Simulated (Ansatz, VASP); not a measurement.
Two plane-wave programs on HF

```xyz
2
Lattice="7.2700 0.0000 0.0000 -3.6350 6.2960 0.0000 0.0000 0.0000 21.1657" Properties=species:S:1:pos:R:3 pbc="T T T"
F    -0.2240    4.3311   13.5636
H    -0.8335    4.6872   12.9422
```

Alike in both runs: task single point; functional PBE; dispersion D3(BJ); k mesh 3 × 3 × 1; occupations gaussian, width 0.05 eV; no spin polarisation.

|  | VASP | Ansatz |
| --- | --- | --- |
| version | VASP 6.6.1 | Ansatz 0.2.0 |
| potentials or method | VASP PAW PBE potentials, release 64 (F_h, H_h), cutoff 1010 eV | scalar-relativistic, plane waves, PAW |
| valence electrons in the cell | 8 | 8 |

|  | VASP | Ansatz | Ansatz less VASP |
| --- | --- | --- | --- |
| gap on the k mesh at the Fermi level (eV) | 8.22 | 8.21 | -0.006 |
| rms of the force components (eV/Å) | 0.276 | 0.266 | -0.0102 |

Atom by atom the forces differ by 0.010 eV/Å (rms over components).
